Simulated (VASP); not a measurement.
A run of VASP 6.6.1 is set up as follows.

Contents of INCAR:

```
ALGO = Normal ; EDIFF = 1E-8
ENCUT = 520 ; GGA = PE
ISIF = 2 ; ISMEAR = -1
LASPH = T ; LCHARG = F
LEFG = T ; LREAL = F
LWAVE = F ; NBANDS = 12
NELM = 80 ; PREC = Accurate
SIGMA = 0.05
```

Contents of KPOINTS:

```
k-points
0
Gamma
  12 12 12
```

POSCAR

```
La
1.0
    0.0000000000      2.6480000000      2.6480000000
    2.6480000000      0.0000000000      2.6480000000
    2.6480000000      2.6480000000      0.0000000000
La
1
Direct
    0.0000000000      0.0000000000      0.0000000000
```

Potentials or basis: VASP PAW PBE potentials, release 64 (La).

The run is started by

```bash
$ cat potpaw_PBE.64/La/POTCAR > POTCAR
$ mpirun -np 1 vasp_std > vasp.out
```

**Question.** Predict the pressure.

**Answer.** -0.2 GPa.

Caveat: without QUAD_EFG the Cq values of the log hold for a quadrupole moment of 1 mb, not for the nuclei.
